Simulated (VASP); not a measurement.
# ZnSe (I-4m2) in VASP: further runs

ZnSe is run at these levels: PBE; tasks: single point.

Everything below comes from runs of VASP 6.6.1. Logs are shortened: lines on timing, memory, paths and dates and some standing lists are left out, and cuts for length are marked.

### 1 The cell of the first run

The typed cell holds 2 atoms: a = 4.050 Å, b = 4.050 Å, c = 4.053 Å, α = 119.98°, β = 119.98°, γ = 90.00°.

### 2 Single point, PBE

The input, INCAR:

```
SYSTEM = ZnSe
  PREC = Accurate
  ENCUT = 520
  EDIFF = 1E-7
  ISMEAR = 0
  SIGMA = 0.02
  LREAL = .False.
  LASPH = .True.
  NELM = 60
  ALGO = Normal
  ISIF = 2
  LWAVE = .False.
  LCHARG = .False.
  GGA = PE
  NBANDS = 16
  ISYM = 0
```

The input, KPOINTS:

```
Automatic mesh
0
Gamma
  7 7 9
  0 0 0
```

The input, POSCAR:

```
ZnSe
1.0
    4.0502457815      0.0000000000      0.0000000000
    0.0000000000      4.0502457815      0.0000000000
   -2.0251228907     -2.0251228907      2.8681913750
Zn Se
1 1
Direct
    0.0000000000      0.0000000000      0.0000000000
    0.7500000000      0.2500000000      0.5000000000
```

Potentials or basis: VASP PAW PBE potentials, release 64 (Zn, Se).

Run with:

```sh
> cat potpaw_PBE.64/Zn/POTCAR potpaw_PBE.64/Se/POTCAR > POTCAR
> mpirun -np 1 vasp_std > vasp.out
```

OUTCAR:

```text
SYSTEM = ZnSe
   PREC = Accurate
   ENCUT = 520
   EDIFF = 1E-7
   ISMEAR = 0
   LREAL = .False.
   LASPH = .True.
   NELM = 60
   ISIF = 2
   GGA = PE
   ISYM = 0

 ion  position               nearest neighbor table
   1  0.000  0.000  0.000-   2 2.48   2 2.48   2 2.48   2 2.48
   2  0.750  0.250  0.500-   1 2.48   1 2.48   1 2.48   1 2.48

IMPORTANT INFORMATION: All symmetrisations will be switched off!
NOSYMM: (Re-)initialisation of all symmetry stuff for point group C_1.

----------------------------------------------------------------------------------------

                                     Primitive cell

  volume of cell :      47.0512

  direct lattice vectors                    reciprocal lattice vectors
     4.050245782  0.000000000  0.000000000     0.246898597  0.000000000  0.174325885
     0.000000000  4.050245782  0.000000000     0.000000000  0.246898597  0.174325885
    -2.025122891 -2.025122891  2.868191375     0.000000000  0.000000000  0.348651770

  length of vectors
     4.050245782  4.050245782  4.053241568     0.302239030  0.302239030  0.348651770

  position of ions in fractional coordinates (direct lattice)
     0.000000000  0.000000000  0.000000000
     0.750000000  0.250000000  0.500000000

  ion indices of the primitive-cell ions
   primitive index   ion index
                 1           1
                 2           2

----------------------------------------------------------------------------------------

 KPOINTS: Automatic mesh

Automatic generation of k-mesh.
 Grid dimensions read from file:
 generate k-points for:    7    7    9

 Generating k-lattice:

  Cartesian coordinates                     Fractional coordinates (reciprocal lattice)
     0.035271228  0.000000000  0.024903698     0.142857143  0.000000000  0.000000000
     0.000000000  0.035271228  0.024903698     0.000000000  0.142857143  0.000000000
     0.000000000  0.000000000  0.038739086     0.000000000  0.000000000  0.111111111

  Length of vectors
     0.043177004  0.043177004  0.038739086

  Shift w.r.t. Gamma in fractional coordinates (k-lattice)
     0.000000000  0.000000000  0.000000000

 -----------------------------------------------------------------------------
|                                                                             |
|           W    W    AA    RRRRR   N    N  II  N    N   GGGG   !!!           |
|           W    W   A  A   R    R  NN   N  II  NN   N  G    G  !!!           |
|           W    W  A    A  R    R  N N  N  II  N N  N  G       !!!           |
|           W WW W  AAAAAA  RRRRR   N  N N  II  N  N N  G  GGG   !            |
|           WW  WW  A    A  R   R   N   NN  II  N   NN  G    G                |
|           W    W  A    A  R    R  N    N  II  N    N   GGGG   !!!           |
|                                                                             |
|     Your reciprocal lattice and k-lattice belong to different lattice       |
|     classes:                                                                |
|                                                                             |
|        The reciprocal lattice is body-centered tetragonal,                  |
|        whereas your k-lattice is base-centered monoclinic.                  |
|                                                                             |
|     Results are often still useful ...                                      |
|                                                                             |
 -----------------------------------------------------------------------------

 WARNING: IBZKPT: internal override: KBLOWUP is changed to .FALSE.
      ... skipping the blow-up phase ...

 Subroutine IBZKPT returns following result:
 ===========================================

 Found    221 irreducible k-points:

 Following reciprocal coordinates:
            Coordinates               Weight
  0.000000  0.000000  0.000000      1.000000
  0.142857  0.000000  0.000000      2.000000
  0.285714  0.000000  0.000000      2.000000
  0.428571  0.000000  0.000000      2.000000
  0.000000  0.142857  0.000000      2.000000
  0.142857  0.142857  0.000000      2.000000
[... 16 lines left out ...]
 -0.428571  0.428571  0.000000      2.000000
 -0.285714  0.428571  0.000000      2.000000
 [... further k-points ...]
   k-points           NKPTS =    221   k-points in BZ     NKDIM =    221   number of bands    NBANDS=     16
   number of dos      NEDOS =    301   number of ions     NIONS =      2
   total plane-waves  NPLWV =  27000
   dimension x,y,z NGX =    30 NGY =   30 NGZ =   30
   dimension x,y,z NGXF=    60 NGYF=   60 NGZF=   60
   ions per type =               1   1
   NGX,Y,Z   is equivalent  to a cutoff of  12.31, 12.31, 12.30 a.u.
   NGXF,Y,Z  is equivalent  to a cutoff of  24.63, 24.63, 24.61 a.u.
 SYSTEM =  ZnSe
   PREC   = accura    normal or accurate (medium, high low for compatibility)
   ISTART =      0    job   : 0-new  1-cont  2-samecut
   ICHARG =      2    charge: 1-file 2-atom 10-const
   ISPIN  =      1    spin polarized calculation?
   LNONCOLLINEAR =      F non collinear calculations
   LSORBIT =      F    spin-orbit coupling
   LASPH  =      T    aspherical Exc in radial PAW
   ENCUT  =  520.0 eV  38.22 Ry    6.18 a.u.   7.53  7.53  7.54*2*pi/ulx,y,z
   NELM   =     60;   NELMIN=  2; NELMDL= -5     # of ELM steps
   EDIFF  = 0.1E-06   stopping-criterion for ELM
   LREAL  =      F    real-space projection
   EDIFFG = 0.1E-05   stopping-criterion for IOM
   NSW    =      0    number of steps for IOM
   IBRION =     -1    ionic relax: 0-MD 1-quasi-New 2-CG
   NFREE  =      0    steps in history (QN), initial steepest desc. (CG)
   ISIF   =      2    stress and relaxation
   ISYM   =      0    0-nonsym 1-usesym 2-fastsym
   POTIM  = 0.5000    time-step for ionic-motion
   TEBEG  =    0.0;   TEEND  =   0.0 temperature during run
   PSTRESS=    0.0 pullay stress
   NELECT =      18.0000    total number of electrons
   NUPDOWN=      -1.0000    fix difference up-down
   EMIN   =  10.00;   EMAX   =-10.00  energy-range for DOS
   EFERMI =   0.00;   METHOD = LEGACY
   ISMEAR =     0;   SIGMA  =   0.02  broadening in eV -4-tet -1-fermi 0-gaus
   EFERMI_NEDOS =   21; number of points for ismear=-14 and -15
   IALGO  =     38    algorithm
   IMIX   =      4    mixing-type and parameters
     AMIX     =   0.40;   BMIX     =  1.00
     AMIX_MAG =   1.60;   BMIX_MAG =  1.00
  volume/ion in A,a.u.               =      23.53       158.76
  Fermi-wavevector in a.u.,A,eV,Ry     =   1.188435  2.245816 19.216560  1.412377
  Thomas-Fermi vector in A             =   2.324564
   LORBIT       =      0    0 simple, 1 ext, 2 COOP (PROOUT), +10 PAW based schemes
   GGA     = PE    functional components
   LHFCALC =     F    Hartree Fock is set to
   AEXX    =    0.0000 exact exchange contribution
   IVDW    =     0    specifies the selected vdW correction
   LEPSILON=     F    determine dielectric tensor
   LRPA    =     F    only Hartree local field effects (RPA)
 non-spin polarized calculation
 Gauss-broadening in eV      SIGMA  =   0.02
  energy-cutoff  :      520.00
  volume of cell :       47.05
 maximum number of plane-waves:      1299
 NGX is ok and might be reduce to    30
   NGX = 15   NGY = 15   NGZ = 15

 number of electron      18.0000018 magnetization

 Free energy of the ion-electron system (eV)
  ---------------------------------------------------
  ext. energy  EPLUGINS =         0.00000000
  ---------------------------------------------------
  free energy    TOTEN  =        -6.03222101 eV

  energy without entropy =       -6.03222101  energy(sigma->0) =       -6.03222101

 E-fermi :   1.4881     XC(G=0):  -9.1707

 val. band max:        1.3356977710   @ k =   0.0000   0.0000   0.0000
 cond. band min:       2.4917014752   @ k =   0.0000   0.0000   0.0000
 fundamental gap:      1.1560037041
 Fermi energy:         1.4881400485

 k-point     1 :       0.0000    0.0000    0.0000
  band No.  band energies     occupation
      1     -11.7176      2.00000
      2      -5.0972      2.00000
      3      -5.0966      2.00000
      4      -5.0966      2.00000
      5      -4.7567      2.00000
      6      -4.7564      2.00000
[... 8 lines left out ...]
     15      12.7115      0.00000
     16      12.7375      0.00000

 k-point     2 :       0.1429    0.0000    0.0000
  band No.  band energies     occupation
      1     -11.5957      2.00000
      2      -5.0843      2.00000
      3      -5.0783      2.00000
      4      -5.0779      2.00000
      5      -4.7580      2.00000
      6      -4.7579      2.00000
[... 8 lines left out ...]
     15      11.8750      0.00000
     16      12.1403      0.00000

 k-point     3 :       0.2857    0.0000    0.0000
  band No.  band energies     occupation
      1     -11.2971      2.00000
      2      -5.0413      2.00000
      3      -5.0407      2.00000
      4      -4.9933      2.00000
      5      -4.7543      2.00000
      6      -4.7543      2.00000
[... 8 lines left out ...]
     15      11.9117      0.00000
     16      11.9140      0.00000

 k-point     4 :       0.4286    0.0000    0.0000
  band No.  band energies     occupation
      1     -11.0265      2.00000
      2      -5.0186      2.00000
      3      -5.0179      2.00000
      4      -4.7425      2.00000
      5      -4.7421      2.00000
      6      -4.7178      2.00000
[... 8 lines left out ...]
     15      13.5409      0.00000
     16      13.5494      0.00000

 k-point     5 :       0.0000    0.1429    0.0000
  band No.  band energies     occupation
      1     -11.5957      2.00000
      2      -5.0843      2.00000
      3      -5.0783      2.00000
      4      -5.0779      2.00000
      5      -4.7580      2.00000
      6      -4.7579      2.00000
[... 8 lines left out ...]
     15      11.8750      0.00000
     16      12.1403      0.00000

 k-point     6 :       0.1429    0.1429    0.0000
  band No.  band energies     occupation
      1     -11.4138      2.00000
      2      -5.0583      2.00000
      3      -5.0558      2.00000
      4      -5.0384      2.00000
      5      -4.7683      2.00000
      6      -4.7470      2.00000
[... 8 lines left out ...]
     15      12.0924      0.00000
     16      13.4389      0.00000

 k-point     7 :       0.2857    0.1429    0.0000
  band No.  band energies     occupation
      1     -11.1174      2.00000
      2      -5.0157      2.00000
      3      -5.0148      2.00000
      4      -4.9086      2.00000
      5      -4.7649      2.00000
      6      -4.7296      2.00000
[... 8 lines left out ...]
     15      12.8693      0.00000
     16      14.2048      0.00000

 k-point     8 :       0.4286    0.1429    0.0000
  band No.  band energies     occupation
      1     -10.9300      2.00000
      2      -5.0089      2.00000
      3      -4.9909      2.00000
      4      -4.7663      2.00000
      5      -4.7449      2.00000
      6      -4.5985      2.00000
[... 8 lines left out ...]
     15      13.2047      0.00000
     16      13.6361      0.00000

 k-point     9 :      -0.4286    0.1429    0.0000
  band No.  band energies     occupation
      1     -11.0265      2.00000
      2      -5.0223      2.00000
      3      -4.9916      2.00000
      4      -4.8532      2.00000
      5      -4.7349      2.00000
      6      -4.7206      2.00000
[... 8 lines left out ...]
     15      13.3873      0.00000
     16      14.2199      0.00000
[... 172 lines left out ...]
 k-point    19 :       0.0000    0.4286    0.0000
  band No.  band energies     occupation
      1     -11.0265      2.00000
      2      -5.0186      2.00000
      3      -5.0179      2.00000
      4      -4.7425      2.00000
      5      -4.7421      2.00000
      6      -4.7178      2.00000
[... 8 lines left out ...]
     15      13.5409      0.00000
     16      13.5494      0.00000

 k-point    20 :       0.1429    0.4286    0.0000
  band No.  band energies     occupation
      1     -10.9300      2.00000
      2      -5.0089      2.00000
      3      -4.9909      2.00000
      4      -4.7663      2.00000
      5      -4.7449      2.00000
      6      -4.5985      2.00000
[... 8 lines left out ...]
     15      13.2047      0.00000
     16      13.6361      0.00000

 k-point    21 :       0.2857    0.4286    0.0000
  band No.  band energies     occupation
      1     -10.8019      2.00000
      2      -5.0047      2.00000
      3      -4.9277      2.00000
      4      -4.8159      2.00000
      5      -4.7386      2.00000
      6      -4.5422      2.00000
[... 8 lines left out ...]
     15      13.3963      0.00000
     16      15.8530      0.00000

 k-point    22 :       0.4286    0.4286    0.0000
  band No.  band energies     occupation
      1     -10.7360      2.00000
      2      -5.0257      2.00000
      3      -4.8780      2.00000
      4      -4.8565      2.00000
      5      -4.7216      2.00000
      6      -4.5494      2.00000
[... 8 lines left out ...]
     15      14.3409      0.00000
     16      15.6404      0.00000

 k-point    23 :      -0.4286    0.4286    0.0000
  band No.  band energies     occupation
      1     -10.7920      2.00000
      2      -5.0528      2.00000
      3      -4.8794      2.00000
      4      -4.8782      2.00000
      5      -4.7144      2.00000
      6      -4.6464      2.00000
[... 8 lines left out ...]
     15      14.9105      0.00000
     16      16.2290      0.00000

 k-point    24 :      -0.2857    0.4286    0.0000
  band No.  band energies     occupation
      1     -10.9250      2.00000
      2      -5.0385      2.00000
      3      -4.9288      2.00000
      4      -4.9036      2.00000
      5      -4.7244      2.00000
      6      -4.7031      2.00000
[... 8 lines left out ...]
     15      14.7316      0.00000
     16      15.4757      0.00000

 [... further k-points ...]
[... 5 lines left out ...]
  --------------------------------------------------------------------------------------
  -------------------------------------------------------------------------------------
  Total        0.0871125      0.0871165      0.0681166     -0.0000968     -0.0002083     -0.0002076
  in kB        2.9663357      2.9664728      2.3194898     -0.0032950     -0.0070945     -0.0070676
  external PRESSURE =       2.7507661 kB  Pullay stress =       0.0000000 kB

 VOLUME and BASIS-vectors are now :
 -----------------------------------------------------------------------------
  energy-cutoff  :      520.00
  volume of cell :       47.05
      direct lattice vectors                 reciprocal lattice vectors
     4.050245782  0.000000000  0.000000000     0.246898597  0.000000000  0.174325885
     0.000000000  4.050245782  0.000000000     0.000000000  0.246898597  0.174325885
    -2.025122891 -2.025122891  2.868191375     0.000000000  0.000000000  0.348651770

 POSITION                                       TOTAL-FORCE (eV/Angst)
 -----------------------------------------------------------------------------------
      0.00000      0.00000      0.00000         0.000064     -0.000064     -0.000000
      2.02512      0.00000      1.43410        -0.000064      0.000064      0.000000
 -----------------------------------------------------------------------------------
    total drift:                               -0.000011      0.000011      0.000000

  FREE ENERGIE OF THE ION-ELECTRON SYSTEM (eV)
  ---------------------------------------------------
  free  energy   TOTEN  =        -6.0322210087 eV

  energy  without entropy=       -6.0322210087  energy(sigma->0) =       -6.03222101
```

Run time: 2.7 min. Hardware: 1 thread of Intel Xeon Platinum 8259CL at 2.50GHz (Skylake/Cascade Lake), shared host; peak memory 0.3 GiB.

Results:

* Free energy: -6.0322 eV
* Pressure: 0.3 GPa
* Band gap on the k mesh: 1.16 eV, direct

Levels at points of the mesh, in eV from the valence-band top:
| k point | band 7 | band 8 | band 9 | band 10 | band 11 | band 12 |
| --- | --- | --- | --- | --- | --- | --- |
| (0.00, 0.00, 0.00) | -0.01 | 0.00 | 0.00 | 1.16 | 5.81 | 5.81 |

A hybrid or GW would open this gap; PBE tends to underestimate it.

### 3 Single point, PBE

The input, INCAR:

```
PREC = Accurate
ENCUT = 520
EDIFF = 1E-6
ISMEAR = 0
SIGMA = 0.02
LREAL = False
LASPH = True
NELM = 100
ALGO = Normal
ISIF = 2
LWAVE = False
LCHARG = True
GGA = PE
LELF = True
LVHAR = True
ISYM = 0
NBANDS = 16
```

The input, KPOINTS:

```
Automatic mesh
0
Gamma
  7 7 9
```

POSCAR is that of step 2.

Potentials or basis: VASP PAW PBE potentials, release 64 (Zn, Se).

Run with:

```sh
> cat potpaw_PBE.64/Zn/POTCAR potpaw_PBE.64/Se/POTCAR > POTCAR
> mpirun -np 1 vasp_std > vasp.out
```

It took 2.9 min on 1 thread of Intel Xeon Platinum 8259CL at 2.50GHz (Skylake/Cascade Lake), shared host; peak memory 0.3 GiB.

The run converged. Its results:

```yaml
Free_energy: -6.0322 eV
Pressure: 0.3 GPa
Band_gap_on_the_k_mesh: 1.16 eV, direct
```

Levels at points of the mesh, in eV from the valence-band top:
```csv
k point,band 7,band 8,band 9,band 10,band 11,band 12
"(0.00, 0.00, 0.00)",-0.01,0.00,0.00,1.16,5.81,5.81
```

PBE gaps usually lie below the measured ones, often by a third to a half.
